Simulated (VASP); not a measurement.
# CdS (Greenockite) (P6_3mc) in VASP: notebook

Runs on CdS (Greenockite). Level: PBEsol. Tasks: single point.

All numbers are computed with VASP 6.6.1; they aren't measurements. Logs are shortened: lines on timing, memory, paths and dates and some standing lists are left out, and cuts for length are marked.

**1. The cell of the first run**

The structure is hexagonal, space group P6_3mc (No. 186). The conventional cell has a = 3.805 Å, b = 3.805 Å, c = 6.415 Å, α = 90.00°, β = 90.00°, γ = 120.00°. Within 3.1 Å of Cd (site symmetry 3m) lie 4 S at 2.34 to 2.36 Å. S (site symmetry 3m) has 4 Cd at 2.34 to 2.36 Å within 3.1 Å.

**2. Single point, PBEsol**

File INCAR:

```
PREC = Accurate
ENCUT = 500
EDIFF = 1E-6
ISMEAR = -1
SIGMA = 0.05
LREAL = False
LASPH = True
NELM = 120
ALGO = Normal
ISIF = 2
LWAVE = False
LCHARG = False
GGA = PS
NBANDS = 26
GGA_COMPAT = False
```

File KPOINTS:

```
Automatic mesh
0
Gamma
  7 7 4
```

File POSCAR:

```
CdS
1.0
    3.8045032296      0.0000000000      0.0000000000
   -1.9022516148      3.2947964456      0.0000000000
    0.0000000000      0.0000000000      6.4154872832
Cd S
2 2
Direct
    0.6666666667      0.3333333333      0.5047464177
    0.3333333333      0.6666666667      0.0047464177
    0.6666666667      0.3333333333      0.8702535823
    0.3333333333      0.6666666667      0.3702535823
```

Potentials or basis: VASP PAW PBE potentials, release 64 (Cd, S).

The run is started by

```bash
$ cat potpaw_PBE.64/Cd/POTCAR potpaw_PBE.64/S/POTCAR > POTCAR
$ mpirun -np 1 vasp_std > vasp.out
```

OUTCAR:

```text
PREC = Accurate
   ENCUT = 500
   EDIFF = 1E-6
   ISMEAR = -1
   LREAL = False
   LASPH = True
   NELM = 120
   ISIF = 2
   GGA = PS

 ion  position               nearest neighbor table
   1  0.667  0.333  0.505-   3 2.34   4 2.36   4 2.36   4 2.36
   2  0.333  0.667  0.005-   4 2.34   3 2.36   3 2.36   3 2.36
   3  0.667  0.333  0.870-   1 2.34   2 2.36   2 2.36   2 2.36
   4  0.333  0.667  0.370-   2 2.34   1 2.36   1 2.36   1 2.36

  LATTYP: Found a hexagonal cell.
 ALAT       =     3.8045032296
 C/A-ratio  =     1.6862877743

  Lattice vectors:

 A1 = (   3.8045032296,   0.0000000000,   0.0000000000)
 A2 = (  -1.9022516148,   3.2947964456,   0.0000000000)
 A3 = (   0.0000000000,   0.0000000000,   6.4154872832)

Analysis of symmetry for initial positions (statically):
=====================================================================
 Subroutine PRICEL returns:
 Original cell was already a primitive cell.

 Routine SETGRP: Setting up the symmetry group for a
 hexagonal supercell.

 Subroutine GETGRP returns: Found 12 space group operations
 (whereof  6 operations were pure point group operations)
 out of a pool of 24 trial point group operations.

The static configuration has the point symmetry C_3v.
 The point group associated with its full space group is C_6v.

Analysis of symmetry for dynamics (positions and initial velocities):
=====================================================================
 Subroutine PRICEL returns:
 Original cell was already a primitive cell.

 Routine SETGRP: Setting up the symmetry group for a
 hexagonal supercell.

 Subroutine GETGRP returns: Found 12 space group operations
 (whereof  6 operations were pure point group operations)
 out of a pool of 24 trial point group operations.

The dynamic configuration has the point symmetry C_3v.
 The point group associated with its full space group is C_6v.

 Subroutine INISYM returns: Found 12 space group operations
 (whereof  6 operations are pure point group operations),
 and found     1 'primitive' translations

----------------------------------------------------------------------------------------

                                     Primitive cell

  volume of cell :      80.4185

  direct lattice vectors                    reciprocal lattice vectors
     3.804503230  0.000000000  0.000000000     0.262846406  0.151754443  0.000000000
    -1.902251615  3.294796446  0.000000000     0.000000000  0.303508886  0.000000000
     0.000000000  0.000000000  6.415487283     0.000000000  0.000000000  0.155872805

  length of vectors
     3.804503230  3.804503230  6.415487283     0.303508886  0.303508886  0.155872805

  position of ions in fractional coordinates (direct lattice)
     0.666666667  0.333333333  0.504746418
     0.333333333  0.666666667  0.004746418
     0.666666667  0.333333333  0.870253582
     0.333333333  0.666666667  0.370253582

  ion indices of the primitive-cell ions
   primitive index   ion index
                 1           1
                 2           2
                 3           3
                 4           4

----------------------------------------------------------------------------------------

 KPOINTS: Automatic mesh

Automatic generation of k-mesh.
 Grid dimensions read from file:
 generate k-points for:    7    7    4

 Generating k-lattice:

  Cartesian coordinates                     Fractional coordinates (reciprocal lattice)
     0.037549487  0.021679206  0.000000000     0.142857143 -0.000000000  0.000000000
     0.000000000  0.043358412  0.000000000     0.000000000  0.142857143  0.000000000
     0.000000000  0.000000000  0.038968201     0.000000000  0.000000000  0.250000000

  Length of vectors
     0.043358412  0.043358412  0.038968201

  Shift w.r.t. Gamma in fractional coordinates (k-lattice)
     0.000000000  0.000000000  0.000000000

 Subroutine IBZKPT returns following result:
 ===========================================

 Found     24 irreducible k-points:

 Following reciprocal coordinates:
            Coordinates               Weight
  0.000000  0.000000  0.000000      1.000000
  0.142857 -0.000000  0.000000      6.000000
  0.285714  0.000000  0.000000      6.000000
  0.428571  0.000000  0.000000      6.000000
  0.142857  0.142857  0.000000      6.000000
  0.285714  0.142857  0.000000     12.000000
[... 16 lines left out ...]
  0.428571  0.142857  0.500000      6.000000
  0.285714  0.285714  0.500000      6.000000
   k-points           NKPTS =     24   k-points in BZ     NKDIM =     24   number of bands    NBANDS=     26
   number of dos      NEDOS =    301   number of ions     NIONS =      4
   total plane-waves  NPLWV =  37632
   dimension x,y,z NGX =    28 NGY =   28 NGZ =   48
   dimension x,y,z NGXF=    56 NGYF=   56 NGZF=   96
   ions per type =               2   2
   NGX,Y,Z   is equivalent  to a cutoff of  12.24, 12.24, 12.44 a.u.
   NGXF,Y,Z  is equivalent  to a cutoff of  24.47, 24.47, 24.88 a.u.
 SYSTEM =  unknown system
   PREC   = accura    normal or accurate (medium, high low for compatibility)
   ISTART =      0    job   : 0-new  1-cont  2-samecut
   ICHARG =      2    charge: 1-file 2-atom 10-const
   ISPIN  =      1    spin polarized calculation?
   LNONCOLLINEAR =      F non collinear calculations
   LSORBIT =      F    spin-orbit coupling
   LASPH  =      T    aspherical Exc in radial PAW
   ENCUT  =  500.0 eV  36.75 Ry    6.06 a.u.   6.94  6.94 11.70*2*pi/ulx,y,z
   NELM   =    120;   NELMIN=  2; NELMDL= -5     # of ELM steps
   EDIFF  = 0.1E-05   stopping-criterion for ELM
   LREAL  =      F    real-space projection
   EDIFFG = 0.1E-04   stopping-criterion for IOM
   NSW    =      0    number of steps for IOM
   IBRION =     -1    ionic relax: 0-MD 1-quasi-New 2-CG
   NFREE  =      0    steps in history (QN), initial steepest desc. (CG)
   ISIF   =      2    stress and relaxation
   ISYM   =      2    0-nonsym 1-usesym 2-fastsym
   POTIM  = 0.5000    time-step for ionic-motion
   TEBEG  =    0.0;   TEEND  =   0.0 temperature during run
   PSTRESS=    0.0 pullay stress
   NELECT =      36.0000    total number of electrons
   NUPDOWN=      -1.0000    fix difference up-down
   EMIN   =  10.00;   EMAX   =-10.00  energy-range for DOS
   EFERMI =   0.00;   METHOD = LEGACY
   ISMEAR =    -1;   SIGMA  =   0.05  broadening in eV -4-tet -1-fermi 0-gaus
   EFERMI_NEDOS =   21; number of points for ismear=-14 and -15
   IALGO  =     38    algorithm
   IMIX   =      4    mixing-type and parameters
     AMIX     =   0.40;   BMIX     =  1.00
     AMIX_MAG =   1.60;   BMIX_MAG =  1.00
  volume/ion in A,a.u.               =      20.10       135.67
  Fermi-wavevector in a.u.,A,eV,Ry     =   1.252344  2.366587 21.338904  1.568365
  Thomas-Fermi vector in A             =   2.386249
   LORBIT       =      0    0 simple, 1 ext, 2 COOP (PROOUT), +10 PAW based schemes
   GGA     = PS    functional components
   LHFCALC =     F    Hartree Fock is set to
   AEXX    =    0.0000 exact exchange contribution
   IVDW    =     0    specifies the selected vdW correction
   LEPSILON=     F    determine dielectric tensor
   LRPA    =     F    only Hartree local field effects (RPA)
 non-spin polarized calculation
  energy-cutoff  :      500.00
  volume of cell :       80.42
 maximum number of plane-waves:      2058
 NGX is ok and might be reduce to    28
   NGX = 13   NGY = 13   NGZ = 23

 number of electron      35.9999996 magnetization

 Free energy of the ion-electron system (eV)
  ---------------------------------------------------
  ext. energy  EPLUGINS =         0.00000000
  ---------------------------------------------------
  free energy    TOTEN  =       -12.59934501 eV

  energy without entropy =      -12.59934499  energy(sigma->0) =      -12.59934500

 E-fermi :   4.0805     XC(G=0): -10.4016

 val. band max:        3.3492277485   @ k =   0.0000   0.0000   0.0000
 cond. band min:       4.7710625635   @ k =   0.0000   0.0000   0.0000
 fundamental gap:      1.4218348150
 Fermi energy:         4.0804842287

 k-point     1 :       0.0000    0.0000    0.0000
  band No.  band energies     occupation
      1     -10.6506      2.00000
      2      -9.9881      2.00000
      3      -5.5568      2.00000
      4      -5.4506      2.00000
      5      -5.4506      2.00000
      6      -5.2997      2.00000
[... 18 lines left out ...]
     25      10.9843      0.00000
     26      11.2946      0.00000

 k-point     2 :       0.1429   -0.0000    0.0000
  band No.  band energies     occupation
      1     -10.5365      2.00000
      2      -9.9368      2.00000
      3      -5.5055      2.00000
      4      -5.4126      2.00000
      5      -5.4080      2.00000
      6      -5.2544      2.00000
[... 18 lines left out ...]
     25      11.0524      0.00000
     26      11.5311      0.00000

 k-point     3 :       0.2857    0.0000    0.0000
  band No.  band energies     occupation
      1     -10.2642      2.00000
      2      -9.8329      2.00000
      3      -5.4070      2.00000
      4      -5.3361      2.00000
      5      -5.2875      2.00000
      6      -5.0753      2.00000
[... 18 lines left out ...]
     25      11.4891      0.00000
     26      12.1129      0.00000

 k-point     4 :       0.4286    0.0000    0.0000
  band No.  band energies     occupation
      1     -10.0178      2.00000
      2      -9.7749      2.00000
      3      -5.3635      2.00000
      4      -5.3060      2.00000
      5      -5.1324      2.00000
      6      -4.9580      2.00000
[... 18 lines left out ...]
     25      11.8055      0.00000
     26      14.1663      0.00000
[... 496 lines left out ...]
      1      -9.9162      2.00000
      2      -9.9162      2.00000
      3      -5.2927      2.00000
      4      -5.2927      2.00000
      5      -5.1612      2.00000
      6      -5.1612      2.00000
[... 18 lines left out ...]
     25      11.6227      0.00000
     26      11.6227      0.00000

 k-point    23 :       0.4286    0.1429    0.5000
  band No.  band energies     occupation
      1      -9.8397      2.00000
      2      -9.8397      2.00000
      3      -5.2855      2.00000
      4      -5.2855      2.00000
      5      -5.1436      2.00000
      6      -5.1436      2.00000
[... 18 lines left out ...]
     25      12.5639      0.00000
     26      12.5639      0.00000

 k-point    24 :       0.2857    0.2857    0.5000
  band No.  band energies     occupation
      1      -9.8226      2.00000
      2      -9.8226      2.00000
      3      -5.2301      2.00000
      4      -5.2301      2.00000
      5      -5.1639      2.00000
      6      -5.1639      2.00000
[... 18 lines left out ...]
     25      12.1104      0.00000
     26      12.1104      0.00000

------------------------ aborting loop because EDIFF is reached ----------------------------------------

  FORCE on cell =-STRESS in cart. coord.  units (eV):
  Direction    XX          YY          ZZ          XY          YZ          ZX
  --------------------------------------------------------------------------------------
  -------------------------------------------------------------------------------------
  Total       10.4893475     10.4893475     10.5398181      0.0000000      0.0000000      0.0000000
  in kB      208.9791041    208.9791041    209.9846280      0.0000000      0.0000000      0.0000000
  external PRESSURE =     209.3142787 kB  Pullay stress =       0.0000000 kB

 VOLUME and BASIS-vectors are now :
 -----------------------------------------------------------------------------
  energy-cutoff  :      500.00
  volume of cell :       80.42
      direct lattice vectors                 reciprocal lattice vectors
     3.804503230  0.000000000  0.000000000     0.262846406  0.151754443  0.000000000
    -1.902251615  3.294796446  0.000000000     0.000000000  0.303508886  0.000000000
     0.000000000  0.000000000  6.415487283     0.000000000  0.000000000  0.155872805

 POSITION                                       TOTAL-FORCE (eV/Angst)
 -----------------------------------------------------------------------------------
      1.90225      1.09827      3.23819         0.000000     -0.000000      0.002245
     -0.00000      2.19653      0.03045        -0.000000      0.000000      0.002245
      1.90225      1.09827      5.58310         0.000000     -0.000000     -0.002245
     -0.00000      2.19653      2.37536        -0.000000      0.000000     -0.002245
 -----------------------------------------------------------------------------------
    total drift:                               -0.000000      0.000000     -0.000152

  FREE ENERGIE OF THE ION-ELECTRON SYSTEM (eV)
  ---------------------------------------------------
  free  energy   TOTEN  =       -12.5993450061 eV

  energy  without entropy=      -12.5993449903  energy(sigma->0) =      -12.59934500
```

Wall time 39 s (1 thread of Intel Xeon 6975P-C, shared host); peak memory 0.2 GiB.

Results:

| Property | Result |
| --- | --- |
| Free energy | -12.5993 eV |
| Pressure | 20.9 GPa |
| Band gap on the k mesh | 1.42 eV, direct |

Forces in eV/Å, atoms in the order of the input:
```
Cd   0.000  0.000  0.002
Cd   0.000  0.000  0.002
S    0.000  0.000 -0.002
S    0.000  0.000 -0.002
```

Caveat: the PAW data sets were made with another functional, which shifts forces and pressure a little.

**3. Single point, PBEsol**

This run uses another cell than the first one, of 21.84 Å³/atom, 1.087 times its volume.

INCAR is that of step 2.

KPOINTS is that of step 2.

File POSCAR:

```
CdS
1.0
    3.9556356341      0.0000000000      0.0000000000
   -1.9778178170      3.4256809472      0.0000000000
    0.0000000000      0.0000000000      6.4481285568
Cd S
2 2
Direct
    0.6666666667      0.3333333333      0.4995679518
    0.3333333333      0.6666666667     -0.0004320482
    0.6666666667      0.3333333333      0.8754320482
    0.3333333333      0.6666666667      0.3754320482
```

Potentials or basis: VASP PAW PBE potentials, release 64 (Cd, S).

The run is started by

```bash
$ cat potpaw_PBE.64/Cd/POTCAR potpaw_PBE.64/S/POTCAR > POTCAR
$ mpirun -np 1 vasp_std > vasp.out
```

Run time: 44 s. Hardware: 1 thread of Intel Xeon 6975P-C, shared host; peak memory 0.21 GiB.

The run converged. Its results:

| Item | Value |
| --- | --- |
| Free energy | -13.2736 eV |
| Pressure | 10.7 GPa |
| Largest force | 0.008 eV/Å |
| Band gap on the k mesh | 1.36 eV, direct |

Forces on the atoms (eV/Å):
```
Cd   0.000  0.000  0.008
Cd   0.000  0.000  0.008
S    0.000  0.000 -0.008
S    0.000  0.000 -0.008
```

Levels at points of the mesh, in eV from the valence-band top:
| k point | band 16 | band 17 | band 18 | band 19 | band 20 | band 21 |
| --- | --- | --- | --- | --- | --- | --- |
| (0.00, 0.00, 0.00) | -0.08 | 0.00 | 0.00 | 1.36 | 2.82 | 6.32 |
| (0.00, 0.00, 0.50) | -0.51 | -0.51 | -0.51 | 2.98 | 2.98 | 6.18 |

Caveat: the PAW data sets were made with another functional, which shifts forces and pressure a little. As with any semilocal functional, this PBEsol gap is likely too small.

**4. Single point, PBEsol**

This run uses another cell than the first one, of 23.05 Å³/atom, 1.146 times its volume.

File INCAR:

```
SYSTEM = CdS
PREC = Accurate
ENCUT = 500
EDIFF = 1E-6
ISMEAR = -1
SIGMA = 0.05
LREAL = .False.
LASPH = .True.
NELM = 120
ALGO = Normal
ISIF = 2
LWAVE = .False.
LCHARG = .True.
GGA = PS
LELF = .True.
LVHAR = .True.
NBANDS = 26
GGA_COMPAT = .False.
```

File KPOINTS:

```
regular mesh
0
Gamma
  7 7 4
  0 0 0
```

File POSCAR:

```
CdS
1.0
    4.0276470130      0.0000000000      0.0000000000
   -2.0138235065      3.4880446307      0.0000000000
    0.0000000000      0.0000000000      6.5615530826
Cd S
2 2
Direct
    0.6666666667      0.3333333333      0.4994899544
    0.3333333333      0.6666666667     -0.0005100456
    0.6666666667      0.3333333333      0.8755100456
    0.3333333333      0.6666666667      0.3755100456
```

The run is started by

```bash
$ cat potpaw_PBE.64/Cd/POTCAR potpaw_PBE.64/S/POTCAR > POTCAR
$ mpirun -np 1 vasp_std > vasp.out
```

Run time: 50 s. Hardware: 1 thread of Intel Xeon 6975P-C, shared host; peak memory 0.21 GiB.

The run converged. Its results:

```
Free energy            : -13.5141 eV
Pressure               : 5.5 GPa
Band gap on the k mesh : 1.25 eV, direct
```

Levels at points of the mesh, in eV from the valence-band top:
| k point | band 14 | band 15 | band 16 | band 17 | band 18 | band 19 | band 20 | band 21 | band 22 | band 23 |
| --- | --- | --- | --- | --- | --- | --- | --- | --- | --- | --- |
| (0.00, 0.00, 0.00) | -0.89 | -0.89 | -0.07 | 0.00 | 0.00 | 1.25 | 2.77 | 6.35 | 6.35 | 6.64 |
| (0.00, 0.00, 0.50) | -2.71 | -0.46 | -0.46 | -0.46 | -0.46 | 2.90 | 2.90 | 6.14 | 6.14 | 6.72 |

Caveat: the PAW data sets were made with another functional, which shifts forces and pressure a little. Expect the measured gap to be larger: semilocal functionals such as PBEsol lack the derivative discontinuity.

**5. The runs side by side**

| cell | gap on the mesh (eV) | pressure (GPa) |
| --- | --- | --- |
| a = 3.805, b = 3.805, c = 6.415 Å, angles 90.0, 90.0, 120.0°, 4 atoms | 1.42 | 20.9 |
| a = 3.956, b = 3.956, c = 6.448 Å, angles 90.0, 90.0, 120.0°, 4 atoms | 1.36 | 10.7 |
| a = 4.028, b = 4.028, c = 6.562 Å, angles 90.0, 90.0, 120.0°, 4 atoms | 1.25 | 5.5 |

Alike in all rows: task single point; level PBEsol; potentials or basis VASP PAW PBE potentials, release 64 (Cd, S); no spin polarisation; k mesh 7 × 7 × 4; cutoff (eV) 500; smearing fermi-dirac 0.05 eV.

Caveats: the PAW data sets were made with another functional, which shifts forces and pressure a little.

Absolute energies hang on the potentials; compare differences alone.
